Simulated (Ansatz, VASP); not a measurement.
## One calculation of CsSnBr3, two programs

```xyz
5
Lattice="5.9659 0.0000 0.0000 0.0000 5.9659 0.0000 0.0000 0.0000 5.9659" Properties=species:S:1:pos:R:3 pbc="T T T"
Cs    0.0000    0.0000    0.0000
Sn    2.9829    2.9829    2.9829
Br    2.9829    2.9829    0.0000
Br    2.9829    0.0000    2.9829
Br    0.0000    2.9829    2.9829
```

Alike in both runs: task single point; functional PBE; k mesh 4 × 4 × 4; no spin polarisation.

|  | VASP | Ansatz |
| --- | --- | --- |
| version | VASP 6.6.1 | Ansatz 0.2.0 |
| potentials or method | VASP PAW PBE potentials, release 64 (Cs_sv, Sn_d, Br) | plane waves, PAW |
| plane-wave cutoff (eV) | 500 | 420 |
| occupations | gaussian, width 0.01 eV | fixed |
| valence electrons in the cell | 44 | 44 |

|  | VASP | Ansatz | Ansatz less VASP |
| --- | --- | --- | --- |
| gap on the k mesh at the Fermi level (eV) | 0.81 | 0.81 | 0.000 |
| pressure (GPa) | -0.5 | -0.5 | +0.01 |

Spin-orbit coupling is off throughout.
